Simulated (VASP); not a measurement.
A run of VASP 6.6.1:

The input POSCAR:

```
BP
1.0
    2.2682571427      2.2682571427      0.0000000000
   -2.2682571427      2.2682571427      0.0000000000
    0.0000000000      2.2682571427      2.2682571427
B P
1 1
Direct
    0.0000000000      0.0000000000      0.0000000000
    0.7500000000      0.2500000000      0.5000000000
```

The input INCAR.step1:

```
SYSTEM = BP
PREC = Accurate
ENCUT = 600
ISMEAR = 0
SIGMA = 0.01
LREAL = .FALSE.
LASPH = .TRUE.
NELM = 100
GGA = PE
ALGO = Normal
EDIFF = 1E-4
LWAVE = .TRUE.
LCHARG = .FALSE.
```

File INCAR.step2:

```
SYSTEM = BP
PREC = Accurate
ENCUT = 600
EDIFF = 1E-6
ISMEAR = 0
SIGMA = 0.01
LREAL = .FALSE.
LASPH = .TRUE.
NELM = 100
ALGO = Normal
ISIF = 3
LWAVE = .FALSE.
LCHARG = .FALSE.
METAGGA = R2SCAN
LMIXTAU = .TRUE.
IBRION = 2
NSW = 100
EDIFFG = -0.002
PSTRESS = 150.0
ISTART = 1
```

Contents of KPOINTS:

```
Automatic mesh
0
G
  8 8 8
  0 0 0
```

Potentials or basis: VASP PAW PBE potentials, release 64 (B, P).

The run is started by

```bash
$ cat potpaw_PBE.64/B/POTCAR potpaw_PBE.64/P/POTCAR > POTCAR
$ cp INCAR.step1 INCAR
$ mpirun -np 1 vasp_std > vasp.out
$ cp INCAR.step2 INCAR
$ mpirun -np 1 vasp_std > vasp.out
```

Hardware: 1 thread of Intel(R) Xeon(R) 6975P-C (Granite Rapids) (shared host).

Q: How long does it take, and how much memory?

A: Run time: 74 s on 1 thread of Intel(R) Xeon(R) 6975P-C (Granite Rapids) (shared host), peak memory 0.16 GiB. Counts: k points 29, ion steps 7.
